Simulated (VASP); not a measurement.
# LiOs (R-3m) in VASP: single point with PBE

Aim: the single point of LiOs with PBE.

All numbers are computed with VASP 6.6.1; they aren't measurements. Logs are shortened: lines on timing, memory, paths and dates and some standing lists are left out, and cuts for length are marked.

## Step 1: The cell of the first run

The structure is trigonal, space group R-3m (No. 166). The conventional cell has a = 2.634 Å, b = 2.634 Å, c = 13.799 Å, α = 90.00°, β = 90.00°, γ = 120.00°. Li (site symmetry -3m) has 6 Li at 2.63 Å and 6 Os at 2.76 Å within 3.5 Å. Within 3.5 Å of Os (site symmetry -3m) lie 6 Os at 2.63 Å and 6 Li at 2.76 Å.

The cell was built from a structure type or drawn by symmetry, and may not be a known phase.

## Step 2: Single point, PBE

Contents of INCAR:

```
SYSTEM = LiOs
  ALGO = Fast
  EDIFF = 1E-7
  ENCUT = 520
  GGA = PE
  ISIF = 2
  ISMEAR = 0
  LASPH = .TRUE.
  LCHARG = .FALSE.
  LREAL = .FALSE.
  LWAVE = .FALSE.
  NBANDS = 12
  NELM = 100
  PREC = Accurate
  SIGMA = 0.1
```

Contents of KPOINTS:

```
k-points
0
G
  24 24 24
  0 0 0
```

Contents of POSCAR:

```
LiOs
1.0
    1.3169180663      0.7603230001      4.5997068740
   -1.3169180663      0.7603230001      4.5997068740
    0.0000000000     -1.5206460001      4.5997068740
Li Os
1 1
Direct
    0.0000000000      0.0000000000      0.0000000000
    0.5000000000      0.5000000000      0.5000000000
```

Potentials or basis: VASP PAW PBE potentials, release 64 (Li_sv, Os).

Started as:

```
> cat potpaw_PBE.64/Li_sv/POTCAR potpaw_PBE.64/Os/POTCAR > POTCAR
> mpirun -np 1 vasp_std > vasp.out
```

OUTCAR:

```text
SYSTEM = LiOs
   EDIFF = 1E-7
   ENCUT = 520
   GGA = PE
   ISIF = 2
   ISMEAR = 0
   LASPH = .TRUE.
   LREAL = .FALSE.
   NELM = 100
   PREC = Accurate

 ion  position               nearest neighbor table
   1  0.000  0.000  0.000-   2 2.76   2 2.76   2 2.76   2 2.76   2 2.76   2 2.76
   2  0.500  0.500  0.500-   1 2.76   1 2.76   1 2.76   1 2.76   1 2.76   1 2.76

  LATTYP: Found a trigonal (rhomboedric) cell.
 ALAT       =     4.8445502975
 COS(alpha) =     0.8522115248

  Lattice vectors:

 A1 = (   1.3169180663,   0.7603230001,   4.5997068740)
 A2 = (  -1.3169180663,   0.7603230001,   4.5997068740)
 A3 = (   0.0000000000,  -1.5206460001,   4.5997068740)

Analysis of symmetry for initial positions (statically):
=====================================================================
 Subroutine PRICEL returns:
 Original cell was already a primitive cell.

 Routine SETGRP: Setting up the symmetry group for a
 trigonal (rhombohedral) supercell.

 Subroutine GETGRP returns: Found 12 space group operations
 (whereof 12 operations were pure point group operations)
 out of a pool of 12 trial point group operations.

The static configuration has the point symmetry D_3d.

Analysis of symmetry for dynamics (positions and initial velocities):
=====================================================================
 Subroutine PRICEL returns:
 Original cell was already a primitive cell.

 Routine SETGRP: Setting up the symmetry group for a
 trigonal (rhombohedral) supercell.

 Subroutine GETGRP returns: Found 12 space group operations
 (whereof 12 operations were pure point group operations)
 out of a pool of 12 trial point group operations.

The dynamic configuration has the point symmetry D_3d.

 Subroutine INISYM returns: Found 12 space group operations
 (whereof 12 operations are pure point group operations),
 and found     1 'primitive' translations

----------------------------------------------------------------------------------------

                                     Primitive cell

  volume of cell :      27.6337

  direct lattice vectors                    reciprocal lattice vectors
     1.316918066  0.760323000  4.599706874     0.379674342  0.219205083  0.072468386
    -1.316918066  0.760323000  4.599706874    -0.379674342  0.219205083  0.072468386
     0.000000000 -1.520646000  4.599706874     0.000000000 -0.438410167  0.072468386

  length of vectors
     4.844550297  4.844550297  4.844550297     0.444359248  0.444359248  0.444359248

  position of ions in fractional coordinates (direct lattice)
     0.000000000  0.000000000  0.000000000
     0.500000000  0.500000000  0.500000000

  ion indices of the primitive-cell ions
   primitive index   ion index
                 1           1
                 2           2

----------------------------------------------------------------------------------------

 KPOINTS: k-points

Automatic generation of k-mesh.
 Grid dimensions read from file:
 generate k-points for:   24   24   24

 Generating k-lattice:

  Cartesian coordinates                     Fractional coordinates (reciprocal lattice)
     0.015819764  0.009133545  0.003019516     0.041666667  0.000000000  0.000000000
    -0.015819764  0.009133545  0.003019516     0.000000000  0.041666667  0.000000000
     0.000000000 -0.018267090  0.003019516     0.000000000  0.000000000  0.041666667

  Length of vectors
     0.018514969  0.018514969  0.018514969

  Shift w.r.t. Gamma in fractional coordinates (k-lattice)
     0.000000000  0.000000000  0.000000000

 Subroutine IBZKPT returns following result:
 ===========================================

 Found   1313 irreducible k-points:

 Following reciprocal coordinates:
            Coordinates               Weight
  0.000000  0.000000  0.000000      1.000000
  0.041667 -0.000000  0.000000      6.000000
  0.083333 -0.000000  0.000000      6.000000
  0.125000  0.000000  0.000000      6.000000
  0.166667  0.000000  0.000000      6.000000
  0.208333  0.000000 -0.000000      6.000000
[... 16 lines left out ...]
  0.416667  0.041667  0.000000     12.000000
  0.458333  0.041667  0.000000     12.000000
 [... further k-points ...]
   k-points           NKPTS =   1313   k-points in BZ     NKDIM =   1313   number of bands    NBANDS=     12
   number of dos      NEDOS =    301   number of ions     NIONS =      2
   total plane-waves  NPLWV =  46656
   dimension x,y,z NGX =    36 NGY =   36 NGZ =   36
   dimension x,y,z NGXF=    72 NGYF=   72 NGZF=   72
   ions per type =               1   1
   NGX,Y,Z   is equivalent  to a cutoff of  12.35, 12.35, 12.35 a.u.
   NGXF,Y,Z  is equivalent  to a cutoff of  24.71, 24.71, 24.71 a.u.
 SYSTEM =  LiOs
   PREC   = accura    normal or accurate (medium, high low for compatibility)
   ISTART =      0    job   : 0-new  1-cont  2-samecut
   ICHARG =      2    charge: 1-file 2-atom 10-const
   ISPIN  =      1    spin polarized calculation?
   LNONCOLLINEAR =      F non collinear calculations
   LSORBIT =      F    spin-orbit coupling
   LASPH  =      T    aspherical Exc in radial PAW
   ENCUT  =  520.0 eV  38.22 Ry    6.18 a.u.   9.01  9.01  9.01*2*pi/ulx,y,z
   NELM   =    100;   NELMIN=  2; NELMDL= -5     # of ELM steps
   EDIFF  = 0.1E-06   stopping-criterion for ELM
   LREAL  =      F    real-space projection
   EDIFFG = 0.1E-05   stopping-criterion for IOM
   NSW    =      0    number of steps for IOM
   IBRION =     -1    ionic relax: 0-MD 1-quasi-New 2-CG
   NFREE  =      0    steps in history (QN), initial steepest desc. (CG)
   ISIF   =      2    stress and relaxation
   ISYM   =      2    0-nonsym 1-usesym 2-fastsym
   POTIM  = 0.5000    time-step for ionic-motion
   TEBEG  =    0.0;   TEEND  =   0.0 temperature during run
   PSTRESS=    0.0 pullay stress
   NELECT =      11.0000    total number of electrons
   NUPDOWN=      -1.0000    fix difference up-down
   EMIN   =  10.00;   EMAX   =-10.00  energy-range for DOS
   EFERMI =   0.00;   METHOD = LEGACY
   ISMEAR =     0;   SIGMA  =   0.10  broadening in eV -4-tet -1-fermi 0-gaus
   EFERMI_NEDOS =   21; number of points for ismear=-14 and -15
   IALGO  =     68    algorithm
   IMIX   =      4    mixing-type and parameters
     AMIX     =   0.40;   BMIX     =  1.00
     AMIX_MAG =   1.60;   BMIX_MAG =  1.00
  volume/ion in A,a.u.               =      13.82        93.24
  Fermi-wavevector in a.u.,A,eV,Ry     =   1.204277  2.275753 19.732291  1.450282
  Thomas-Fermi vector in A             =   2.340006
   LORBIT       =      0    0 simple, 1 ext, 2 COOP (PROOUT), +10 PAW based schemes
   GGA     = PE    functional components
   LHFCALC =     F    Hartree Fock is set to
   AEXX    =    0.0000 exact exchange contribution
   IVDW    =     0    specifies the selected vdW correction
   LEPSILON=     F    determine dielectric tensor
   LRPA    =     F    only Hartree local field effects (RPA)
 non-spin polarized calculation
 RMM-DIIS sequential band-by-band and
 Gauss-broadening in eV      SIGMA  =   0.10
  energy-cutoff  :      520.00
  volume of cell :       27.63
 maximum number of plane-waves:       762
   NGX = 17   NGY = 17   NGZ = 17

 number of electron      11.0000001 magnetization

 Free energy of the ion-electron system (eV)
  ---------------------------------------------------
  ext. energy  EPLUGINS =         0.00000000
  ---------------------------------------------------
  free energy    TOTEN  =       -12.83251287 eV

  energy without entropy =      -12.82437640  energy(sigma->0) =      -12.82844463

 E-fermi :   5.1684     XC(G=0): -11.2039

 val. band max:        5.1648146574   @ k =   0.3750   0.2500   0.0000
 cond. band min:       5.1690189680   @ k =  -0.4167   0.5000   0.1667
 fundamental gap:      0.0042043106
 Fermi energy:         5.1683848423

 k-point     1 :       0.0000    0.0000    0.0000
  band No.  band energies     occupation
      1     -40.2896      2.00000
      2      -3.1174      2.00000
      3       0.9412      2.00000
      4       3.1511      2.00000
      5       3.1511      2.00000
      6       4.6627      2.00000
      7       6.5890      0.00000
      8       6.5890      0.00000
      9      11.6931      0.00000
     10      21.2643      0.00000
     11      23.0920      0.00000
     12      23.0925      0.00000

 k-point     2 :       0.0417   -0.0000    0.0000
  band No.  band energies     occupation
      1     -40.2885      2.00000
      2      -3.0348      2.00000
      3       0.9756      2.00000
      4       3.0886      2.00000
      5       3.2206      2.00000
      6       4.4916      2.00000
      7       6.5660      0.00000
      8       6.7593      0.00000
      9      11.6985      0.00000
     10      21.4046      0.00000
     11      22.8355      0.00000
     12      22.9796      0.00000

 k-point     3 :       0.0833   -0.0000    0.0000
  band No.  band energies     occupation
      1     -40.2853      2.00000
      2      -2.7926      2.00000
      3       1.0764      2.00000
      4       2.9169      2.00000
      5       3.4276      2.00000
      6       4.0945      2.00000
      7       6.4991      0.00000
      8       7.1558      0.00000
      9      11.7163      0.00000
     10      21.7083      0.00000
     11      22.1920      0.00000
     12      22.6795      0.00000
[... 286 lines left out ...]
 k-point    23 :       0.4167    0.0417    0.0000
  band No.  band energies     occupation
      1     -40.2324      2.00000
      2      -0.7668      2.00000
      3       0.9614      2.00000
      4       2.8483      2.00000
      5       5.2701      0.15036
      6       5.4006      0.00102
      7       8.1704      0.00000
      8      10.4173      0.00000
      9      11.7767      0.00000
     10      15.0980      0.00000
     11      17.3769      0.00000
     12      19.5964      0.00000

 k-point    24 :       0.4583    0.0417    0.0000
  band No.  band energies     occupation
      1     -40.2282      2.00000
      2      -0.8658      2.00000
      3       0.8152      2.00000
      4       3.1321      2.00000
      5       5.3234      0.02839
      6       6.0255      0.00000
      7       8.7166      0.00000
      8      10.4459      0.00000
      9      11.6378      0.00000
     10      15.3020      0.00000
     11      16.5155      0.00000
     12      19.4546      0.00000

 [... further k-points ...]
[... 5 lines left out ...]
  --------------------------------------------------------------------------------------
  -------------------------------------------------------------------------------------
  Total       -0.0671886     -0.0671886     -0.0573749      0.0000000     -0.0000000      0.0000000
  in kB       -3.8955440     -3.8955440     -3.3265531      0.0000000     -0.0000000      0.0000000
  external PRESSURE =      -3.7058804 kB  Pullay stress =       0.0000000 kB

 VOLUME and BASIS-vectors are now :
 -----------------------------------------------------------------------------
  energy-cutoff  :      520.00
  volume of cell :       27.63
      direct lattice vectors                 reciprocal lattice vectors
     1.316918066  0.760323000  4.599706874     0.379674342  0.219205083  0.072468386
    -1.316918066  0.760323000  4.599706874    -0.379674342  0.219205083  0.072468386
     0.000000000 -1.520646000  4.599706874     0.000000000 -0.438410167  0.072468386

 POSITION                                       TOTAL-FORCE (eV/Angst)
 -----------------------------------------------------------------------------------
      0.00000      0.00000      0.00000         0.000000      0.000000     -0.000000
      0.00000      0.00000      6.89956        -0.000000      0.000000      0.000000
 -----------------------------------------------------------------------------------
    total drift:                                0.000000     -0.000000      0.000000

  FREE ENERGIE OF THE ION-ELECTRON SYSTEM (eV)
  ---------------------------------------------------
  free  energy   TOTEN  =       -12.8325128709 eV

  energy  without entropy=      -12.8243763959  energy(sigma->0) =      -12.82844463
```

Wall time 12 min (1 thread of Intel Xeon 6975P-C (Granite Rapids), shared host); peak memory 0.62 GiB.

Results:

```
Free energy            : -12.8325 eV
Band gap on the k mesh : zero (an odd number of electrons rules out a gap without spin polarisation)
```

Caveat: the cutoff is under 1.25 times the usual one of these potentials, so pressure, stress and relaxed cells hold a basis-set (Pulay) error; spin-orbit coupling is left out, which moves the levels of the heavy elements.
